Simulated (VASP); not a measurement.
# TiAl (P3m1) in VASP: single point with PBE

Aim: the single point of TiAl with PBE.

Everything below comes from runs of VASP 6.6.1. Logs are shortened: lines on timing, memory, paths and dates and some standing lists are left out, and cuts for length are marked.

### Step 1. The cell of the first run

Symmetry: P3m1, No. 156, trigonal system. Conventional cell: a = 3.008 Å, b = 3.008 Å, c = 4.837 Å, α = 90.00°, β = 90.00°, γ = 120.00°. Within 3.6 Å of Ti (site symmetry 3m) lie 6 Al at 2.73 to 3.23 Å and 6 Ti at 3.01 Å. Al (site symmetry 3m) has 6 Ti at 2.73 to 3.23 Å and 6 Al at 3.01 Å within 3.6 Å.

### Step 2. Single point, PBE (strained and its atoms moved)

INCAR

```
PREC = Accurate
ENCUT = 520
EDIFF = 1E-7
ISMEAR = 0
SIGMA = 0.1
LREAL = False
LASPH = True
NELM = 80
ALGO = Normal
ISIF = 2
LWAVE = False
LCHARG = False
GGA = PE
NBANDS = 14
```

KPOINTS

```
regular mesh
0
Gamma
  15 15 8
```

POSCAR

```
TiAl
1.0
    3.0076433916      0.0000000000      0.0000000000
   -1.5038216958      2.6046955827      0.0000000000
    0.0000000000      0.0000000000      4.8369506987
Ti Al
1 1
Direct
    0.0000000000      0.0000000000     -0.0320644161
    0.3333333333      0.6666666667      0.5320644161
```

Potentials or basis: VASP PAW PBE potentials, release 64 (Ti_sv, Al).

On the command line:

```bash
cat potpaw_PBE.64/Ti_sv/POTCAR potpaw_PBE.64/Al/POTCAR > POTCAR
mpirun -np 1 vasp_std > vasp.out
```

OUTCAR:

```text
PREC = Accurate
   ENCUT = 520
   EDIFF = 1E-7
   ISMEAR = 0
   LREAL = False
   LASPH = True
   NELM = 80
   ISIF = 2
   GGA = PE

 ion  position               nearest neighbor table
   1  0.000  0.000  0.968-   2 2.73   2 2.73   2 2.73
   2  0.333  0.667  0.532-   1 2.73   1 2.73   1 2.73

  LATTYP: Found a hexagonal cell.
 ALAT       =     3.0076433916
 C/A-ratio  =     1.6082194825

  Lattice vectors:

 A1 = (   3.0076433916,   0.0000000000,   0.0000000000)
 A2 = (  -1.5038216958,   2.6046955827,   0.0000000000)
 A3 = (   0.0000000000,   0.0000000000,   4.8369506987)

Analysis of symmetry for initial positions (statically):
=====================================================================
 Subroutine PRICEL returns:
 Original cell was already a primitive cell.

 Routine SETGRP: Setting up the symmetry group for a
 hexagonal supercell.

 Subroutine GETGRP returns: Found  6 space group operations
 (whereof  6 operations were pure point group operations)
 out of a pool of 24 trial point group operations.

The static configuration has the point symmetry C_3v.

Analysis of symmetry for dynamics (positions and initial velocities):
=====================================================================
 Subroutine PRICEL returns:
 Original cell was already a primitive cell.

 Routine SETGRP: Setting up the symmetry group for a
 hexagonal supercell.

 Subroutine GETGRP returns: Found  6 space group operations
 (whereof  6 operations were pure point group operations)
 out of a pool of 24 trial point group operations.

The dynamic configuration has the point symmetry C_3v.

 Subroutine INISYM returns: Found  6 space group operations
 (whereof  6 operations are pure point group operations),
 and found     1 'primitive' translations

----------------------------------------------------------------------------------------

                                     Primitive cell

  volume of cell :      37.8926

  direct lattice vectors                    reciprocal lattice vectors
     3.007643392  0.000000000  0.000000000     0.332486226  0.191961012  0.000000000
    -1.503821696  2.604695583  0.000000000     0.000000000  0.383922024  0.000000000
     0.000000000  0.000000000  4.836950699     0.000000000  0.000000000  0.206741822

  length of vectors
     3.007643392  3.007643392  4.836950699     0.383922024  0.383922024  0.206741822

  position of ions in fractional coordinates (direct lattice)
     0.000000000  0.000000000  0.967935584
     0.333333333  0.666666667  0.532064416

  ion indices of the primitive-cell ions
   primitive index   ion index
                 1           1
                 2           2

----------------------------------------------------------------------------------------

 KPOINTS: regular mesh

Automatic generation of k-mesh.
 Grid dimensions read from file:
 generate k-points for:   15   15    8

 Generating k-lattice:

  Cartesian coordinates                     Fractional coordinates (reciprocal lattice)
     0.022165748  0.012797401  0.000000000     0.066666667 -0.000000000  0.000000000
     0.000000000  0.025594802  0.000000000     0.000000000  0.066666667  0.000000000
     0.000000000  0.000000000  0.025842728     0.000000000  0.000000000  0.125000000

  Length of vectors
     0.025594802  0.025594802  0.025842728

  Shift w.r.t. Gamma in fractional coordinates (k-lattice)
     0.000000000  0.000000000  0.000000000

 Subroutine IBZKPT returns following result:
 ===========================================

 Found    192 irreducible k-points:

 Following reciprocal coordinates:
            Coordinates               Weight
  0.000000  0.000000  0.000000      1.000000
  0.066667 -0.000000  0.000000      6.000000
  0.133333  0.000000  0.000000      6.000000
  0.200000  0.000000  0.000000      6.000000
  0.266667  0.000000  0.000000      6.000000
  0.333333  0.000000  0.000000      6.000000
[... 16 lines left out ...]
  0.333333  0.200000  0.000000     12.000000
  0.400000  0.200000  0.000000      6.000000
 [... further k-points ...]
   k-points           NKPTS =    192   k-points in BZ     NKDIM =    192   number of bands    NBANDS=     14
   number of dos      NEDOS =    301   number of ions     NIONS =      2
   total plane-waves  NPLWV =  20736
   dimension x,y,z NGX =    24 NGY =   24 NGZ =   36
   dimension x,y,z NGXF=    48 NGYF=   48 NGZF=   72
   ions per type =               1   1
   NGX,Y,Z   is equivalent  to a cutoff of  13.27, 13.27, 12.37 a.u.
   NGXF,Y,Z  is equivalent  to a cutoff of  26.53, 26.53, 24.75 a.u.
 SYSTEM =  unknown system
   PREC   = accura    normal or accurate (medium, high low for compatibility)
   ISTART =      0    job   : 0-new  1-cont  2-samecut
   ICHARG =      2    charge: 1-file 2-atom 10-const
   ISPIN  =      1    spin polarized calculation?
   LNONCOLLINEAR =      F non collinear calculations
   LSORBIT =      F    spin-orbit coupling
   LASPH  =      T    aspherical Exc in radial PAW
   ENCUT  =  520.0 eV  38.22 Ry    6.18 a.u.   5.59  5.59  8.99*2*pi/ulx,y,z
   NELM   =     80;   NELMIN=  2; NELMDL= -5     # of ELM steps
   EDIFF  = 0.1E-06   stopping-criterion for ELM
   LREAL  =      F    real-space projection
   EDIFFG = 0.1E-05   stopping-criterion for IOM
   NSW    =      0    number of steps for IOM
   IBRION =     -1    ionic relax: 0-MD 1-quasi-New 2-CG
   NFREE  =      0    steps in history (QN), initial steepest desc. (CG)
   ISIF   =      2    stress and relaxation
   ISYM   =      2    0-nonsym 1-usesym 2-fastsym
   POTIM  = 0.5000    time-step for ionic-motion
   TEBEG  =    0.0;   TEEND  =   0.0 temperature during run
   PSTRESS=    0.0 pullay stress
   NELECT =      15.0000    total number of electrons
   NUPDOWN=      -1.0000    fix difference up-down
   EMIN   =  10.00;   EMAX   =-10.00  energy-range for DOS
   EFERMI =   0.00;   METHOD = LEGACY
   ISMEAR =     0;   SIGMA  =   0.10  broadening in eV -4-tet -1-fermi 0-gaus
   EFERMI_NEDOS =   21; number of points for ismear=-14 and -15
   IALGO  =     38    algorithm
   IMIX   =      4    mixing-type and parameters
     AMIX     =   0.40;   BMIX     =  1.00
     AMIX_MAG =   1.60;   BMIX_MAG =  1.00
  volume/ion in A,a.u.               =      18.95       127.86
  Fermi-wavevector in a.u.,A,eV,Ry     =   1.202044  2.271533 19.659181  1.444909
  Thomas-Fermi vector in A             =   2.337836
   LORBIT       =      0    0 simple, 1 ext, 2 COOP (PROOUT), +10 PAW based schemes
   GGA     = PE    functional components
   LHFCALC =     F    Hartree Fock is set to
   AEXX    =    0.0000 exact exchange contribution
   IVDW    =     0    specifies the selected vdW correction
   LEPSILON=     F    determine dielectric tensor
   LRPA    =     F    only Hartree local field effects (RPA)
 non-spin polarized calculation
 Gauss-broadening in eV      SIGMA  =   0.10
  energy-cutoff  :      520.00
  volume of cell :       37.89
 maximum number of plane-waves:      1041
 NGX is ok and might be reduce to    24
   NGX = 11   NGY = 11   NGZ = 17

 number of electron      15.0000004 magnetization

 Free energy of the ion-electron system (eV)
  ---------------------------------------------------
  ext. energy  EPLUGINS =         0.00000000
  ---------------------------------------------------
  free energy    TOTEN  =       -11.70287035 eV

  energy without entropy =      -11.68672590  energy(sigma->0) =      -11.69479812

 E-fermi :   6.5842     XC(G=0): -10.3658

 val. band max:        6.5810218554   @ k =   0.2667   0.1333   0.2500
 cond. band min:       6.5858070352   @ k =  -0.0667   0.3333   0.2500
 fundamental gap:      0.0047851798
 Fermi energy:         6.5842331587

 k-point     1 :       0.0000    0.0000    0.0000
  band No.  band energies     occupation
      1     -50.1984      2.00000
      2     -26.4932      2.00000
      3     -26.2147      2.00000
      4     -26.2147      2.00000
      5      -1.7048      2.00000
      6       4.3377      2.00000
      7       5.2022      2.00000
      8       7.6440      0.00000
      9       7.6440      0.00000
     10       8.8603      0.00000
     11       8.8603      0.00000
     12       9.9947      0.00000
     13      18.1748      0.00000
     14      18.1748      0.00000

 k-point     2 :       0.0667   -0.0000    0.0000
  band No.  band energies     occupation
      1     -50.1961      2.00000
      2     -26.4907      2.00000
      3     -26.2307      2.00000
      4     -26.2184      2.00000
      5      -1.6051      2.00000
      6       4.4351      2.00000
      7       5.2219      2.00000
      8       7.5544      0.00000
      9       7.7183      0.00000
     10       8.8350      0.00000
     11       8.8880      0.00000
     12      10.0173      0.00000
     13      16.7202      0.00000
     14      17.3377      0.00000

 k-point     3 :       0.1333    0.0000    0.0000
  band No.  band energies     occupation
      1     -50.1896      2.00000
      2     -26.4839      2.00000
      3     -26.2758      2.00000
      4     -26.2288      2.00000
      5      -1.3082      2.00000
      6       4.6996      2.00000
      7       5.2883      2.00000
      8       7.3151      0.00000
      9       7.9340      0.00000
     10       8.7652      0.00000
     11       8.9729      0.00000
     12      10.0818      0.00000
     13      14.7505      0.00000
     14      16.3569      0.00000
[... 324 lines left out ...]
 k-point    23 :       0.3333    0.2000    0.0000
  band No.  band energies     occupation
      1     -50.1432      2.00000
      2     -26.5266      2.00000
      3     -26.4344      2.00000
      4     -26.3706      2.00000
      5       2.7891      2.00000
      6       4.8901      2.00000
      7       5.7759      2.00000
      8       6.1318      2.00000
      9       7.3998      0.00000
     10       8.6999      0.00000
     11       9.6205      0.00000
     12      10.4801      0.00000
     13      11.6387      0.00000
     14      12.6469      0.00000

 k-point    24 :       0.4000    0.2000    0.0000
  band No.  band energies     occupation
      1     -50.1413      2.00000
      2     -26.5337      2.00000
      3     -26.4325      2.00000
      4     -26.3790      2.00000
      5       3.7116      2.00000
      6       4.0722      2.00000
      7       5.8553      2.00000
      8       5.9742      2.00000
      9       7.2988      0.00000
     10       8.7990      0.00000
     11       9.5265      0.00000
     12      10.3918      0.00000
     13      11.9764      0.00000
     14      13.0293      0.00000

 [... further k-points ...]

------------------------ aborting loop because EDIFF is reached ----------------------------------------

  FORCE on cell =-STRESS in cart. coord.  units (eV):
  Direction    XX          YY          ZZ          XY          YZ          ZX
  --------------------------------------------------------------------------------------
  -------------------------------------------------------------------------------------
  Total       -1.8740661     -1.8740661     -1.3845522      0.0000000      0.0000000      0.0000000
  in kB      -79.2392785    -79.2392785    -58.5416487      0.0000000      0.0000000      0.0000000
  external PRESSURE =     -72.3400686 kB  Pullay stress =       0.0000000 kB

 VOLUME and BASIS-vectors are now :
 -----------------------------------------------------------------------------
  energy-cutoff  :      520.00
  volume of cell :       37.89
      direct lattice vectors                 reciprocal lattice vectors
     3.007643392  0.000000000  0.000000000     0.332486226  0.191961012  0.000000000
    -1.503821696  2.604695583  0.000000000     0.000000000  0.383922024  0.000000000
     0.000000000  0.000000000  4.836950699     0.000000000  0.000000000  0.206741822

 POSITION                                       TOTAL-FORCE (eV/Angst)
 -----------------------------------------------------------------------------------
      0.00000      0.00000      4.68186        -0.000000      0.000000      1.509552
     -0.00000      1.73646      2.57357         0.000000     -0.000000     -1.509552
 -----------------------------------------------------------------------------------
    total drift:                                0.000000     -0.000000     -0.000228

  FREE ENERGIE OF THE ION-ELECTRON SYSTEM (eV)
  ---------------------------------------------------
  free  energy   TOTEN  =       -11.7028703492 eV

  energy  without entropy=      -11.6867258971  energy(sigma->0) =      -11.69479812
```

It took 2.1 min on 1 thread of Intel Xeon 8259CL, shared host; peak memory 0.23 GiB.

Results:

| Item | Value |
| --- | --- |
| Free energy | -11.7029 eV |
| Pressure | -7.2 GPa |
| Largest force | 1.510 eV/Å |
| Band gap on the k mesh | zero (an odd number of electrons rules out a gap without spin polarisation) |

Forces on the atoms (eV/Å):
```
Ti   0.000  0.000  1.510
Al   0.000  0.000 -1.510
```

Stress tensor (GPa, compression positive):
```
-7.92  0.00  0.00
 0.00 -7.92  0.00
 0.00  0.00 -5.85
```

Caveat: the cell differs from its parent crystal (strained and its atoms moved); the cell stands under tension; forces of over 1 eV/Å act on the atoms, so gaps and moduli don't describe the material at rest.
